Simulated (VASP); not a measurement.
# Sb in VASP: single point with PBE+D4

Aim: the single point of Sb with PBE+D4.

Program: VASP 6.6.1. These are calculated values, not measurements. Logs are shortened: lines on timing, memory, paths and dates and some standing lists are left out, and cuts for length are marked.

## (1) The cell of the first run

The cell holds a sheet with vacuum, 2 atoms: a = 4.059 Å, b = 4.059 Å, c = 27.100 Å, α = 90.00°, β = 90.00°, γ = 120.00°.

## (2) Single point, PBE+D4

INCAR

```
SYSTEM = Sb
PREC = Accurate ; ENCUT = 400
EDIFF = 1E-6 ; ISMEAR = 0
SIGMA = 0.03 ; LREAL = .False.
LASPH = .True. ; NELM = 120
ALGO = Normal ; ISIF = 2
LWAVE = .False. ; LCHARG = .True.
LDIPOL = .True. ; IDIPOL = 3
DIPOL = 0.5 0.5 0.289 ; GGA = PE
IVDW = 13 ; LELF = .True.
LVHAR = .True. ; LVACPOTAV = .True.
NBANDS = 22 ; GGA_COMPAT = .False.
NELMDL = -8
```

KPOINTS

```
Automatic mesh
0
Gamma
  12 12 1
  0 0 0
```

POSCAR

```
Sb
1.0
    4.0586068603      0.0000000000      0.0000000000
   -2.0293034301      3.5148566450      0.0000000000
    0.0000000000      0.0000000000     27.1000000030
Sb
2
Direct
    0.3333333333      0.6666666667      0.2582504370
    0.6666666667      0.3333333333      0.3192403378
```

Potentials or basis: VASP PAW PBE potentials, release 64 (Sb_d_GW).

Command:

```bash
cat potpaw_PBE.64/Sb_d_GW/POTCAR > POTCAR
mpirun -np 1 vasp_std > vasp.out
```

OUTCAR:

```text
SYSTEM = Sb
   PREC = Accurate
   ENCUT = 400
   EDIFF = 1E-6
   ISMEAR = 0
   LREAL = .False.
   LASPH = .True.
   NELM = 120
   ISIF = 2
   GGA = PE
   IVDW = 13
   NELMDL = -8

 ion  position               nearest neighbor table
   1  0.333  0.667  0.258-   2 2.87   2 2.87   2 2.87
   2  0.667  0.333  0.319-   1 2.87   1 2.87   1 2.87

  LATTYP: Found a hexagonal cell.
 ALAT       =     4.0586068603
 C/A-ratio  =     6.6771680372

  Lattice vectors:

 A1 = (   4.0586068603,   0.0000000000,   0.0000000000)
 A2 = (  -2.0293034301,   3.5148566450,   0.0000000000)
 A3 = (   0.0000000000,   0.0000000000,  27.1000000030)

Analysis of symmetry for initial positions (statically):
=====================================================================
 Subroutine PRICEL returns:
 Original cell was already a primitive cell.

 Routine SETGRP: Setting up the symmetry group for a
 hexagonal supercell.

 Subroutine GETGRP returns: Found 12 space group operations
 (whereof  6 operations were pure point group operations)
 out of a pool of 24 trial point group operations.

The static configuration has the point symmetry C_3v.
 The point group associated with its full space group is D_3d.

Analysis of symmetry for dynamics (positions and initial velocities):
=====================================================================
 Subroutine PRICEL returns:
 Original cell was already a primitive cell.

 Routine SETGRP: Setting up the symmetry group for a
 hexagonal supercell.

 Subroutine GETGRP returns: Found 12 space group operations
 (whereof  6 operations were pure point group operations)
 out of a pool of 24 trial point group operations.

The dynamic configuration has the point symmetry C_3v.
 The point group associated with its full space group is D_3d.

 Subroutine INISYM returns: Found 12 space group operations
 (whereof  6 operations are pure point group operations),
 and found     1 'primitive' translations

----------------------------------------------------------------------------------------

                                     Primitive cell

  volume of cell :     386.5929

  direct lattice vectors                    reciprocal lattice vectors
     4.058606860  0.000000000  0.000000000     0.246389964  0.142253312  0.000000000
    -2.029303430  3.514856645  0.000000000     0.000000000  0.284506625  0.000000000
     0.000000000  0.000000000 27.100000003     0.000000000  0.000000000  0.036900369

  length of vectors
     4.058606860  4.058606860 27.100000003     0.284506625  0.284506625  0.036900369

  position of ions in fractional coordinates (direct lattice)
     0.333333333  0.666666667  0.258250437
     0.666666667  0.333333333  0.319240338

  ion indices of the primitive-cell ions
   primitive index   ion index
                 1           1
                 2           2

----------------------------------------------------------------------------------------

 KPOINTS: Automatic mesh

Automatic generation of k-mesh.
 Grid dimensions read from file:
 generate k-points for:   12   12    1

 Generating k-lattice:

  Cartesian coordinates                     Fractional coordinates (reciprocal lattice)
     0.020532497  0.011854443  0.000000000     0.083333333  0.000000000  0.000000000
     0.000000000  0.023708885  0.000000000     0.000000000  0.083333333  0.000000000
     0.000000000  0.000000000  0.036900369     0.000000000  0.000000000  1.000000000

  Length of vectors
     0.023708885  0.023708885  0.036900369

  Shift w.r.t. Gamma in fractional coordinates (k-lattice)
     0.000000000  0.000000000  0.000000000

 Subroutine IBZKPT returns following result:
 ===========================================

 Found     19 irreducible k-points:

 Following reciprocal coordinates:
            Coordinates               Weight
  0.000000  0.000000  0.000000      1.000000
  0.083333  0.000000  0.000000      6.000000
  0.166667  0.000000  0.000000      6.000000
  0.250000  0.000000  0.000000      6.000000
  0.333333  0.000000  0.000000      6.000000
  0.416667  0.000000  0.000000      6.000000
[... 11 lines left out ...]
  0.333333  0.250000  0.000000     12.000000
  0.333333  0.333333  0.000000      2.000000
   k-points           NKPTS =     19   k-points in BZ     NKDIM =     19   number of bands    NBANDS=     22
   number of dos      NEDOS =    301   number of ions     NIONS =      2
   total plane-waves  NPLWV = 141120
   dimension x,y,z NGX =    28 NGY =   28 NGZ =  180
   dimension x,y,z NGXF=    56 NGYF=   56 NGZF=  360
   ions per type =               2
   NGX,Y,Z   is equivalent  to a cutoff of  11.47, 11.47, 11.04 a.u.
   NGXF,Y,Z  is equivalent  to a cutoff of  22.94, 22.94, 22.08 a.u.
 SYSTEM =  Sb
   PREC   = accura    normal or accurate (medium, high low for compatibility)
   ISTART =      0    job   : 0-new  1-cont  2-samecut
   ICHARG =      2    charge: 1-file 2-atom 10-const
   ISPIN  =      1    spin polarized calculation?
   LNONCOLLINEAR =      F non collinear calculations
   LSORBIT =      F    spin-orbit coupling
   LASPH  =      T    aspherical Exc in radial PAW
   ENCUT  =  400.0 eV  29.40 Ry    5.42 a.u.   6.62  6.62 44.19*2*pi/ulx,y,z
   NELM   =    120;   NELMIN=  2; NELMDL= -8     # of ELM steps
   EDIFF  = 0.1E-05   stopping-criterion for ELM
   LREAL  =      F    real-space projection
   EDIFFG = 0.1E-04   stopping-criterion for IOM
   NSW    =      0    number of steps for IOM
   IBRION =     -1    ionic relax: 0-MD 1-quasi-New 2-CG
   NFREE  =      0    steps in history (QN), initial steepest desc. (CG)
   ISIF   =      2    stress and relaxation
   ISYM   =      2    0-nonsym 1-usesym 2-fastsym
   POTIM  = 0.5000    time-step for ionic-motion
   TEBEG  =    0.0;   TEEND  =   0.0 temperature during run
   PSTRESS=    0.0 pullay stress
   NELECT =      30.0000    total number of electrons
   NUPDOWN=      -1.0000    fix difference up-down
   EMIN   =  10.00;   EMAX   =-10.00  energy-range for DOS
   EFERMI =   0.00;   METHOD = LEGACY
   ISMEAR =     0;   SIGMA  =   0.03  broadening in eV -4-tet -1-fermi 0-gaus
   EFERMI_NEDOS =   21; number of points for ismear=-14 and -15
   IALGO  =     38    algorithm
   IMIX   =      4    mixing-type and parameters
     AMIX     =   0.40;   BMIX     =  1.00
     AMIX_MAG =   1.60;   BMIX_MAG =  1.00
  volume/ion in A,a.u.               =     193.30      1304.43
  Fermi-wavevector in a.u.,A,eV,Ry     =   0.698282  1.319561  6.634163  0.487597
  Thomas-Fermi vector in A             =   1.781842
   LORBIT       =      0    0 simple, 1 ext, 2 COOP (PROOUT), +10 PAW based schemes
   GGA     = PE    functional components
   LHFCALC =     F    Hartree Fock is set to
   AEXX    =    0.0000 exact exchange contribution
   IVDW    =    13    specifies the selected vdW correction
   LEPSILON=     F    determine dielectric tensor
   LRPA    =     F    only Hartree local field effects (RPA)
 non-spin polarized calculation
 Gauss-broadening in eV      SIGMA  =   0.03
  energy-cutoff  :      400.00
  volume of cell :      386.59
 maximum number of plane-waves:      7097
 NGX is ok and might be reduce to    28
   NGX = 13   NGY = 13   NGZ = 89

 dipolmoment           0.000000      0.000000     -0.000000 electrons x Angstroem

 number of electron      29.9999966 magnetization

 dipolmoment           0.000000      0.000000      0.000000 electrons x Angstroem

 Free energy of the ion-electron system (eV)
  ---------------------------------------------------
  ext. energy  EPLUGINS =         0.00000000
  ---------------------------------------------------
  free energy    TOTEN  =        -8.14410755 eV

  energy without entropy =       -8.14410755  energy(sigma->0) =       -8.14410755

 E-fermi :  -2.9702     XC(G=0):  -2.0830

 val. band max:       -3.1953439682   @ k =   0.0000   0.0000   0.0000
 cond. band min:      -2.0380492428   @ k =   0.3333   0.0000   0.0000
 fundamental gap:      1.1572947254
 Fermi energy:        -2.9702113500

 k-point     1 :       0.0000    0.0000    0.0000
  band No.  band energies     occupation
      1     -31.8894      2.00000
      2     -31.8894      2.00000
      3     -31.8126      2.00000
      4     -31.8126      2.00000
      5     -31.7688      2.00000
      6     -31.6999      2.00000
[... 14 lines left out ...]
     21       1.6251      0.00000
     22       1.9059      0.00000

 k-point     2 :       0.0833    0.0000    0.0000
  band No.  band energies     occupation
      1     -31.8889      2.00000
      2     -31.8857      2.00000
      3     -31.8121      2.00000
      4     -31.8102      2.00000
      5     -31.7677      2.00000
      6     -31.7016      2.00000
[... 14 lines left out ...]
     21       1.7094      0.00000
     22       1.9934      0.00000

 k-point     3 :       0.1667    0.0000    0.0000
  band No.  band energies     occupation
      1     -31.8873      2.00000
      2     -31.8748      2.00000
      3     -31.8109      2.00000
      4     -31.8034      2.00000
      5     -31.7640      2.00000
      6     -31.7063      2.00000
[... 14 lines left out ...]
     21       1.9545      0.00000
     22       2.2422      0.00000

 k-point     4 :       0.2500    0.0000    0.0000
  band No.  band energies     occupation
      1     -31.8852      2.00000
      2     -31.8582      2.00000
      3     -31.8091      2.00000
      4     -31.7928      2.00000
      5     -31.7577      2.00000
      6     -31.7139      2.00000
[... 14 lines left out ...]
     21       2.3529      0.00000
     22       2.6242      0.00000

 k-point     5 :       0.3333    0.0000    0.0000
  band No.  band energies     occupation
      1     -31.8829      2.00000
      2     -31.8394      2.00000
      3     -31.8049      2.00000
      4     -31.7797      2.00000
      5     -31.7496      2.00000
      6     -31.7242      2.00000
[... 292 lines left out ...]
 k-point    17 :       0.2500    0.2500    0.0000
  band No.  band energies     occupation
      1     -31.8815      2.00000
      2     -31.8094      2.00000
      3     -31.7956      2.00000
      4     -31.7729      2.00000
      5     -31.7477      2.00000
      6     -31.7338      2.00000
[... 14 lines left out ...]
     21       3.5289      0.00000
     22       3.6387      0.00000

 k-point    18 :       0.3333    0.2500    0.0000
  band No.  band energies     occupation
      1     -31.8808      2.00000
      2     -31.7988      2.00000
      3     -31.7836      2.00000
      4     -31.7651      2.00000
      5     -31.7595      2.00000
      6     -31.7309      2.00000
[... 14 lines left out ...]
     21       3.8062      0.00000
     22       4.3154      0.00000

 k-point    19 :       0.3333    0.3333    0.0000
  band No.  band energies     occupation
      1     -31.8806      2.00000
      2     -31.7819      2.00000
      3     -31.7817      2.00000
      4     -31.7817      2.00000
      5     -31.7451      2.00000
      6     -31.7451      2.00000
[... 14 lines left out ...]
     21       4.1633      0.00000
     22       4.7114      0.00000

------------------------ aborting loop because EDIFF is reached ----------------------------------------

  DFT-D4 for vdW energy calculation

  Edisp (eV):   -0.55426

  FORCE on cell =-STRESS in cart. coord.  units (eV):
  Direction    XX          YY          ZZ          XY          YZ          ZX
  --------------------------------------------------------------------------------------
  -------------------------------------------------------------------------------------
  Total      -0.11729    -0.11729    -0.11755    -0.00000     0.00000     0.00000
  in kB      -0.48610    -0.48610    -0.48719    -0.00000     0.00000     0.00000
  external pressure =       -0.49 kB  Pullay stress =        0.00 kB

 VOLUME and BASIS-vectors are now :
 -----------------------------------------------------------------------------
  energy-cutoff  :      400.00
  volume of cell :      386.59
      direct lattice vectors                 reciprocal lattice vectors
     4.058606860  0.000000000  0.000000000     0.246389964  0.142253312  0.000000000
    -2.029303430  3.514856645  0.000000000     0.000000000  0.284506625  0.000000000
     0.000000000  0.000000000 27.100000003     0.000000000  0.000000000  0.036900369

 POSITION                                       TOTAL-FORCE (eV/Angst)
 -----------------------------------------------------------------------------------
     -0.00000      2.34324      6.99859        -0.000000     -0.000000      0.003997
      2.02930      1.17162      8.65141         0.000000      0.000000     -0.003997
 -----------------------------------------------------------------------------------
    total drift:                               -0.000000     -0.000000      0.000136

  FREE ENERGIE OF THE ION-ELECTRON SYSTEM (eV)
  ---------------------------------------------------
  free  energy   TOTEN  =        -8.6983655778 eV

  energy  without entropy=       -8.6983655778  energy(sigma->0) =       -8.69836558

 vacuum level on the upper side and lower side of the slab         1.478         1.478
```

Wall time 2.6 min (1 thread of Intel Xeon Platinum 8375C at 2.90GHz (Ice Lake), shared host); peak memory 0.42 GiB.

What came out:

```
Free energy                : -8.6984 eV
Largest force              : 0.004 eV/Å
Band gap on the k mesh     : 1.16 eV (least direct gap 1.68 eV)
Dispersion energy per atom : -0.277 eV
```

Forces in eV/Å, atoms in the order of the input:
```
Sb   0.000  0.000  0.004
Sb   0.000  0.000 -0.004
```

Caveat: spin-orbit coupling is left out, which moves the levels of the heavy elements.
